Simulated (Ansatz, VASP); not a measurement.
**One calculation of TaGe3W2, two programs**

Contents of INCAR:

```
SYSTEM = TaGe3W2
ALGO = Normal
EDIFF = 1E-6
EDIFFG = -0.04
ENCUT = 600
GGA = PE
IBRION = 2
ISIF = 3
ISMEAR = 0
LASPH = .True.
LCHARG = .False.
LREAL = .False.
LWAVE = .False.
NELM = 60
NSW = 90
PREC = Accurate
SIGMA = 0.1
```

Contents of KPOINTS:

```
k-points
0
Gamma
  6 6 2
  0 0 0
```

The input POSCAR:

```
TaGe3W2
1.0
    3.6424621079      0.0000000000      0.0000000000
    0.0000000000      3.6424621079      0.0000000000
    0.0000000000      0.0000000000     10.0580134966
Ta Ge W
1 3 2
Direct
    0.0000000000      0.0000000000      0.0000000000
    0.0000000000      0.0000000000      0.2591444815
    0.0000000000      0.0000000000      0.7408555185
    0.5000000000      0.5000000000      0.0000000000
    0.0000000000      0.0000000000      0.5000000000
    0.5000000000      0.5000000000      0.5000000000
```

Input for Ansatz:

```yaml
crystal:
  lattice:
    - [3.6424621079, 0.0, 0.0]
    - [0.0, 3.6424621079, 0.0]
    - [0.0, 0.0, 10.0580134966]
  atoms:
    - { symbol: Ta, position: [0.0, 0.0, 0.0] }
    - { symbol: Ge, position: [0.0, 0.0, 0.2591444815] }
    - { symbol: Ge, position: [0.0, 0.0, 0.7408555185] }
    - { symbol: Ge, position: [0.5, 0.5, 0.0] }
    - { symbol: W, position: [0.0, 0.0, 0.5] }
    - { symbol: W, position: [0.5, 0.5, 0.5] }
basis:
  ecutwfc: 420
kpoints:
  mp_grid: { grid: [6, 6, 2] }
hamiltonian:
  xc: pbe
scf:
  occupations: { method: gaussian, width: 0.1 }
  lower_state_search: "off"
output:
  forces: true
  stress: true
  eigenvalues: true
relax:
  adjacent_minimum: "off"
  f_tol: 0.04
  max_steps: 70
  cell: { stress_tol: 0.4 }
```

Alike in both runs: task relaxation of cell and atoms; functional PBE; k mesh 6 × 6 × 2; occupations gaussian, width 0.1 eV; no spin polarisation.

|  | VASP | Ansatz |
| --- | --- | --- |
| version | VASP 6.6.1 | Ansatz 0.2.0 |
| potentials or method | VASP PAW PBE potentials, release 64 (Ta_pv, Ge_d, W_sv), cutoff 600 eV | scalar-relativistic, plane waves, PAW |
| valence electrons in the cell | 81 | 83 |

VASP gave:

```
gap on the k mesh at the Fermi level, each at its own relaxed structure (eV) : none
relaxed volume (Å³/atom)                                                     : 22.19
relaxed cell length with the largest relative difference (Å)                 : 3.641
```

Task: What did Ansatz give for the same quantities?

Result: gap on the k mesh at the Fermi level, each at its own relaxed structure (eV): none; relaxed volume (Å³/atom): 22.16; relaxed cell length with the largest relative difference (Å): 3.638.

A gap of «none» marks a metal or a gap that the smearing closes. VASP's potentials hold 81 valence electrons a cell and Ansatz's 83, so a difference there can come from the potentials and not from the codes.

Spin-orbit coupling is off throughout.
